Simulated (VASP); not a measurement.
# ZrCrC5 (P3m1) in VASP: single point with PBE

Aim: the single point of ZrCrC5 with PBE.

Program: VASP 6.6.1. These are calculated values, not measurements. Logs are shortened: lines on timing, memory, paths and dates and some standing lists are left out, and cuts for length are marked.

## (1) The cell of the first run

The structure is trigonal, space group P3m1 (No. 156). The conventional cell has a = 2.674 Å, b = 2.674 Å, c = 11.184 Å, α = 90.00°, β = 90.00°, γ = 120.00°. Within 3.0 Å of Zr (site symmetry 3m) lie 7 C at 2.29 to 2.77 Å and 6 Zr at 2.67 Å. Within 2.5 Å of Cr (site symmetry 3m) lie 3 C at 1.91 Å. Within 2.1 Å of C (site symmetry 3m) lie 3 C at 1.55 Å. Within 2.1 Å of C (site symmetry 3m) lie 3 C at 1.55 Å. Within 2.1 Å of C (site symmetry 3m) lie 3 C at 1.54 Å. Within 2.1 Å of C (site symmetry 3m) lie 3 C at 1.54 Å. Within 2.5 Å of C (site symmetry 3m) lie 3 Cr at 1.91 Å and 3 Zr at 2.29 Å.

## (2) Single point, PBE, collinear spin, ferromagnetic start

INCAR

```
SYSTEM = ZrCrC5
PREC = Accurate ; ENCUT = 520
EDIFF = 1E-6 ; ISMEAR = 0
SIGMA = 0.2 ; LREAL = .False.
LASPH = .True. ; NELM = 150
ALGO = Normal ; ISIF = 2
LWAVE = .False. ; LCHARG = .False.
ISPIN = 2 ; MAGMOM = 0 3 0 0 0 0 0
LORBIT = 11 ; LMAXMIX = 4
GGA = PE ; NBANDS = 35
```

KPOINTS

```
Automatic mesh
0
Gamma
  6 6 2
  0 0 0
```

POSCAR

```
ZrCrC5
1.0
    2.6744259447      0.0000000000      0.0000000000
   -1.3372129723      2.3161208086      0.0000000000
    0.0000000000      0.0000000000     11.1839814903
Zr Cr C
1 1 5
Direct
    0.3333333333      0.6666666667     -0.0322803736
    0.0000000000      0.0000000000      0.2195082717
    0.3333333333      0.6666666667      0.7544201590
    0.0000000000      0.0000000000      0.7615560140
    0.3333333333      0.6666666667      0.3961359147
    0.6666666667      0.3333333333      0.3965020051
    0.6666666667      0.3333333333      0.1191580091
```

Potentials or basis: VASP PAW PBE potentials, release 64 (Zr_sv, Cr_pv, C).

Started as:

```console
> cat potpaw_PBE.64/Zr_sv/POTCAR potpaw_PBE.64/Cr_pv/POTCAR potpaw_PBE.64/C/POTCAR > POTCAR
> mpirun -np 1 vasp_std > vasp.out
```

OUTCAR:

```text
SYSTEM = ZrCrC5
   PREC = Accurate
   ENCUT = 520
   EDIFF = 1E-6
   ISMEAR = 0
   LREAL = .False.
   LASPH = .True.
   NELM = 150
   ISIF = 2
   ISPIN = 2
   LORBIT = 11
   GGA = PE

 ion  position               nearest neighbor table
   1  0.333  0.667  0.968-   7 2.29   7 2.29   7 2.29   3 2.39   4 2.77   4 2.77   4 2.77   2 3.21
                             2 3.21   2 3.21
   2  0.000  0.000  0.220-   7 1.91   7 1.91   7 1.91   5 2.51   5 2.51   5 2.51   6 2.51   6 2.51
                             6 2.51   1 3.21   1 3.21   1 3.21
   3  0.333  0.667  0.754-   4 1.55   4 1.55   4 1.55   1 2.39
   4  0.000  0.000  0.762-   3 1.55   3 1.55   3 1.55   1 2.77   1 2.77   1 2.77
   5  0.333  0.667  0.396-   6 1.54   6 1.54   6 1.54   2 2.51   2 2.51   2 2.51
   6  0.667  0.333  0.397-   5 1.54   5 1.54   5 1.54   2 2.51   2 2.51   2 2.51
   7  0.667  0.333  0.119-   2 1.91   2 1.91   2 1.91   1 2.29   1 2.29   1 2.29

  LATTYP: Found a hexagonal cell.
 ALAT       =     2.6744259447
 C/A-ratio  =     4.1818250801

  Lattice vectors:

 A1 = (   2.6744259447,   0.0000000000,   0.0000000000)
 A2 = (  -1.3372129723,   2.3161208086,   0.0000000000)
 A3 = (   0.0000000000,   0.0000000000,  11.1839814903)

Analysis of symmetry for initial positions (statically):
=====================================================================
 Subroutine PRICEL returns:
 Original cell was already a primitive cell.

 Routine SETGRP: Setting up the symmetry group for a
 hexagonal supercell.

 Subroutine GETGRP returns: Found  6 space group operations
 (whereof  6 operations were pure point group operations)
 out of a pool of 24 trial point group operations.

The static configuration has the point symmetry C_3v.

Analysis of symmetry for dynamics (positions and initial velocities):
=====================================================================
 Subroutine PRICEL returns:
 Original cell was already a primitive cell.

 Routine SETGRP: Setting up the symmetry group for a
 hexagonal supercell.

 Subroutine GETGRP returns: Found  6 space group operations
 (whereof  6 operations were pure point group operations)
 out of a pool of 24 trial point group operations.

The dynamic configuration has the point symmetry C_3v.

Analysis of structural, dynamic, and magnetic symmetry:
=====================================================================
 Subroutine PRICEL returns:
 Original cell was already a primitive cell.

 Routine SETGRP: Setting up the symmetry group for a
 hexagonal supercell.

 Subroutine GETGRP returns: Found  6 space group operations
 (whereof  6 operations were pure point group operations)
 out of a pool of 24 trial point group operations.

The overall configuration has the point symmetry C_3v.

 Subroutine INISYM returns: Found  6 space group operations
 (whereof  6 operations are pure point group operations),
 and found     1 'primitive' translations

----------------------------------------------------------------------------------------

                                     Primitive cell

  volume of cell :      69.2769

  direct lattice vectors                    reciprocal lattice vectors
     2.674425945  0.000000000  0.000000000     0.373912017  0.215878204  0.000000000
    -1.337212972  2.316120809  0.000000000     0.000000000  0.431756408  0.000000000
     0.000000000  0.000000000 11.183981490     0.000000000  0.000000000  0.089413596

  length of vectors
     2.674425945  2.674425945 11.183981490     0.431756408  0.431756408  0.089413596

  position of ions in fractional coordinates (direct lattice)
     0.333333333  0.666666667  0.967719626
     0.000000000  0.000000000  0.219508272
     0.333333333  0.666666667  0.754420159
     0.000000000  0.000000000  0.761556014
     0.333333333  0.666666667  0.396135915
     0.666666667  0.333333333  0.396502005
     0.666666667  0.333333333  0.119158009

  ion indices of the primitive-cell ions
   primitive index   ion index
                 1           1
                 2           2
                 3           3
                 4           4
                 5           5
                 6           6
                 7           7

----------------------------------------------------------------------------------------

 KPOINTS: Automatic mesh

Automatic generation of k-mesh.
 Grid dimensions read from file:
 generate k-points for:    6    6    2

 Generating k-lattice:

  Cartesian coordinates                     Fractional coordinates (reciprocal lattice)
     0.062318670  0.035979701  0.000000000     0.166666667  0.000000000  0.000000000
     0.000000000  0.071959401  0.000000000     0.000000000  0.166666667  0.000000000
     0.000000000  0.000000000  0.044706798     0.000000000  0.000000000  0.500000000

  Length of vectors
     0.071959401  0.071959401  0.044706798

  Shift w.r.t. Gamma in fractional coordinates (k-lattice)
     0.000000000  0.000000000  0.000000000

 Subroutine IBZKPT returns following result:
 ===========================================

 Found     14 irreducible k-points:

 Following reciprocal coordinates:
            Coordinates               Weight
  0.000000  0.000000  0.000000      1.000000
  0.166667 -0.000000  0.000000      6.000000
  0.333333  0.000000  0.000000      6.000000
  0.500000 -0.000000  0.000000      3.000000
  0.166667  0.166667  0.000000      6.000000
  0.333333  0.166667  0.000000     12.000000
  0.333333  0.333333  0.000000      2.000000
  0.000000  0.000000  0.500000      1.000000
  0.166667 -0.000000  0.500000      6.000000
  0.333333  0.000000  0.500000      6.000000
  0.500000 -0.000000  0.500000      3.000000
  0.166667  0.166667  0.500000      6.000000
  0.333333  0.166667  0.500000     12.000000
  0.333333  0.333333  0.500000      2.000000
   k-points           NKPTS =     14   k-points in BZ     NKDIM =     14   number of bands    NBANDS=     35
   number of dos      NEDOS =    301   number of ions     NIONS =      7
   total plane-waves  NPLWV =  33600
   dimension x,y,z NGX =    20 NGY =   20 NGZ =   84
   dimension x,y,z NGXF=    40 NGYF=   40 NGZF=  168
   ions per type =               1   1   5
   NGX,Y,Z   is equivalent  to a cutoff of  12.43, 12.43, 12.49 a.u.
   NGXF,Y,Z  is equivalent  to a cutoff of  24.86, 24.86, 24.97 a.u.
 SYSTEM =  ZrCrC5
   PREC   = accura    normal or accurate (medium, high low for compatibility)
   ISTART =      0    job   : 0-new  1-cont  2-samecut
   ICHARG =      2    charge: 1-file 2-atom 10-const
   ISPIN  =      2    spin polarized calculation?
   LNONCOLLINEAR =      F non collinear calculations
   LSORBIT =      F    spin-orbit coupling
   LASPH  =      T    aspherical Exc in radial PAW
   ENCUT  =  520.0 eV  38.22 Ry    6.18 a.u.   4.97  4.97 20.79*2*pi/ulx,y,z
   NELM   =    150;   NELMIN=  2; NELMDL= -5     # of ELM steps
   EDIFF  = 0.1E-05   stopping-criterion for ELM
   LREAL  =      F    real-space projection
   EDIFFG = 0.1E-04   stopping-criterion for IOM
   NSW    =      0    number of steps for IOM
   IBRION =     -1    ionic relax: 0-MD 1-quasi-New 2-CG
   NFREE  =      0    steps in history (QN), initial steepest desc. (CG)
   ISIF   =      2    stress and relaxation
   ISYM   =      2    0-nonsym 1-usesym 2-fastsym
   POTIM  = 0.5000    time-step for ionic-motion
   TEBEG  =    0.0;   TEEND  =   0.0 temperature during run
   PSTRESS=    0.0 pullay stress
   NELECT =      44.0000    total number of electrons
   NUPDOWN=      -1.0000    fix difference up-down
   EMIN   =  10.00;   EMAX   =-10.00  energy-range for DOS
   EFERMI =   0.00;   METHOD = LEGACY
   ISMEAR =     0;   SIGMA  =   0.20  broadening in eV -4-tet -1-fermi 0-gaus
   EFERMI_NEDOS =   21; number of points for ismear=-14 and -15
   IALGO  =     38    algorithm
   IMIX   =      4    mixing-type and parameters
     AMIX     =   0.40;   BMIX     =  1.00
     AMIX_MAG =   1.60;   BMIX_MAG =  1.00
  volume/ion in A,a.u.               =       9.90        66.79
  Fermi-wavevector in a.u.,A,eV,Ry     =   1.407223  2.659266 26.943306  1.980277
  Thomas-Fermi vector in A             =   2.529504
   LORBIT       =     11    0 simple, 1 ext, 2 COOP (PROOUT), +10 PAW based schemes
   GGA     = PE    functional components
   LHFCALC =     F    Hartree Fock is set to
   AEXX    =    0.0000 exact exchange contribution
   IVDW    =     0    specifies the selected vdW correction
   LEPSILON=     F    determine dielectric tensor
   LRPA    =     F    only Hartree local field effects (RPA)
 spin polarized calculation
 Gauss-broadening in eV      SIGMA  =   0.20
  energy-cutoff  :      520.00
  volume of cell :       69.28
 maximum number of plane-waves:      1899
 NGX is ok and might be reduce to    20
   NGX =  9   NGY =  9   NGZ = 41

 number of electron      44.0000008 magnetization       0.7791608

 Free energy of the ion-electron system (eV)
  ---------------------------------------------------
  ext. energy  EPLUGINS =         0.00000000
  ---------------------------------------------------
  free energy    TOTEN  =       -60.37973474 eV

  energy without entropy =      -60.29818835  energy(sigma->0) =      -60.33896154

 E-fermi :   8.5276     XC(G=0): -11.6187

 val. band max:        8.5169620324   @ k =   0.5000  -0.0000   0.5000
 cond. band min:       8.5411507786   @ k =   0.5000  -0.0000   0.0000
 fundamental gap:      0.0241887462
 Fermi energy:         8.5276384537

 spin component 1

 k-point     1 :       0.0000    0.0000    0.0000
  band No.  band energies     occupation
      1     -39.9136      1.00000
      2     -35.0286      1.00000
      3     -34.8598      1.00000
      4     -34.8598      1.00000
      5     -18.3021      1.00000
      6     -16.1731      1.00000
[... 26 lines left out ...]
     33      14.7779      0.00000
     34      14.7779      0.00000
[... 449 lines left out ...]
      3     -35.1773      1.00000
      4     -34.9336      1.00000
      5     -18.6503      1.00000
      6     -18.5923      1.00000
[... 26 lines left out ...]
     33      16.6127      0.00000
     34      17.7275      0.00000
 Fermi energy:         8.5276384537

 spin component 2

 k-point     1 :       0.0000    0.0000    0.0000
  band No.  band energies     occupation
      1     -39.8830      1.00000
      2     -34.2848      1.00000
      3     -34.2386      1.00000
      4     -34.2386      1.00000
      5     -18.2621      1.00000
      6     -16.1439      1.00000
[... 26 lines left out ...]
     33      14.7996      0.00000
     34      14.7997      0.00000
[... 449 lines left out ...]
      3     -34.5637      1.00000
      4     -34.1857      1.00000
      5     -18.6180      1.00000
      6     -18.5541      1.00000
[... 26 lines left out ...]
     33      16.8138      0.00000
     34      17.7566      0.00000
 [bands above 34 left out]

------------------------ aborting loop because EDIFF is reached ----------------------------------------

  FORCE on cell =-STRESS in cart. coord.  units (eV):
  Direction    XX          YY          ZZ          XY          YZ          ZX
  --------------------------------------------------------------------------------------
  -------------------------------------------------------------------------------------
  Total        0.0601521      0.0601521      0.1565684      0.0000000      0.0000000      0.0000000
  in kB        1.3911475      1.3911475      3.6209823      0.0000000      0.0000000      0.0000000
  external PRESSURE =       2.1344258 kB  Pullay stress =       0.0000000 kB

 VOLUME and BASIS-vectors are now :
 -----------------------------------------------------------------------------
  energy-cutoff  :      520.00
  volume of cell :       69.28
      direct lattice vectors                 reciprocal lattice vectors
     2.674425945  0.000000000  0.000000000     0.373912017  0.215878204  0.000000000
    -1.337212972  2.316120809  0.000000000     0.000000000  0.431756408  0.000000000
     0.000000000  0.000000000 11.183981490     0.000000000  0.000000000  0.089413596

 POSITION                                       TOTAL-FORCE (eV/Angst)
 -----------------------------------------------------------------------------------
     -0.00000      1.54408     10.82296         0.000000      0.000000     -0.004345
      0.00000      0.00000      2.45498        -0.000000     -0.000000      0.071814
     -0.00000      1.54408      8.43742         0.000000     -0.000000     -0.057379
      0.00000      0.00000      8.51723         0.000000     -0.000000      0.024428
     -0.00000      1.54408      4.43038         0.000000     -0.000000     -0.003269
      1.33721      0.77204      4.43447        -0.000000      0.000000     -0.010853
      1.33721      0.77204      1.33266        -0.000000     -0.000000     -0.020395
 -----------------------------------------------------------------------------------
    total drift:                               -0.000000     -0.000000     -0.000057

  FREE ENERGIE OF THE ION-ELECTRON SYSTEM (eV)
  ---------------------------------------------------
  free  energy   TOTEN  =       -60.3797347351 eV

  energy  without entropy=      -60.2981883542  energy(sigma->0) =      -60.33896154

 total charge

# of ion       s       p       d       tot
------------------------------------------
    1        2.246   5.996   2.237  10.479
    2        0.361   6.414   4.496  11.270
    3        0.811   1.626   0.000   2.437
    4        0.809   1.591   0.000   2.400
    5        0.808   1.602   0.000   2.409
    6        0.810   1.597   0.000   2.407
    7        0.909   1.576   0.000   2.485
--------------------------------------------------
tot          6.753  20.402   6.733  33.888

 magnetization (x)

# of ion       s       p       d       tot
------------------------------------------
    1        0.002   0.004   0.046   0.051
    2        0.004   0.005   0.636   0.645
    3        0.001   0.017   0.000   0.018
    4        0.001   0.009   0.000   0.010
    5        0.003   0.014   0.000   0.016
    6       -0.001  -0.015   0.000  -0.015
    7       -0.003  -0.010   0.000  -0.013
--------------------------------------------------
tot          0.007   0.023   0.682   0.712
```

Wall time 80 s (1 thread of AMD EPYC 9R45 (Zen 5), shared host); peak memory 0.2 GiB.

Results:

```
Free energy                                           : -60.3797 eV
Pressure                                              : 0.2 GPa
Largest force                                         : 0.072 eV/Å
Net moment                                            : 0.78 μB per cell
Site moments                                          : Zr +0.05; Cr +0.65; C +0.02, +0.01, -0.01 μB
Valence electrons inside the program's atomic spheres : Zr 10.48; Cr 11.27; C 2.44, 2.40, 2.41, 2.48
```

Forces in eV/Å, atoms in the order of the input:
```
Zr   0.000  0.000 -0.004
Cr   0.000  0.000  0.072
C    0.000  0.000 -0.057
C    0.000  0.000  0.024
C    0.000  0.000 -0.003
C    0.000  0.000 -0.011
C    0.000  0.000 -0.020
```

Levels at points of the mesh, in eV from the Fermi level:
Spin up:
| k point | band 18 | band 19 | band 20 | band 21 | band 22 | band 23 | band 24 | band 25 | band 26 | band 27 |
| --- | --- | --- | --- | --- | --- | --- | --- | --- | --- | --- |
| (0.00, 0.00, 0.00) | -2.81 | -2.50 | -2.50 | -0.37 | -0.37 | 1.29 | 1.29 | 1.40 | 3.77 | 4.33 |
| (0.50, 0.00, 0.00) | -3.63 | -3.19 | -2.53 | -0.94 | -0.59 | -0.25 | 1.12 | 1.73 | 2.37 | 2.56 |
| (0.00, 0.00, 0.50) | -2.80 | -2.50 | -2.50 | -0.37 | -0.37 | 1.29 | 1.29 | 1.38 | 3.84 | 4.32 |
| (0.50, 0.00, 0.50) | -3.65 | -3.20 | -2.53 | -0.93 | -0.57 | -0.27 | 1.12 | 1.79 | 2.35 | 2.56 |
Spin down:
| k point | band 17 | band 18 | band 19 | band 20 | band 21 | band 22 | band 23 | band 24 | band 25 | band 26 |
| --- | --- | --- | --- | --- | --- | --- | --- | --- | --- | --- |
| (0.00, 0.00, 0.00) | -3.58 | -2.66 | -2.25 | -2.25 | 0.35 | 0.35 | 1.41 | 1.41 | 1.76 | 3.82 |
| (0.50, 0.00, 0.00) | -4.71 | -3.47 | -3.10 | -2.28 | -0.72 | -0.54 | 0.01 | 1.79 | 2.19 | 2.69 |
| (0.00, 0.00, 0.50) | -3.58 | -2.65 | -2.25 | -2.25 | 0.35 | 0.35 | 1.41 | 1.41 | 1.73 | 3.89 |
| (0.50, 0.00, 0.50) | -4.70 | -3.49 | -3.12 | -2.28 | -0.72 | -0.50 | -0.01 | 1.79 | 2.25 | 2.66 |

Caveat: the k points lie up to 0.45 Å⁻¹ apart; this functional lacks dispersion, which binds the layers, so the pressure and a relaxed spacing across them are unreliable.
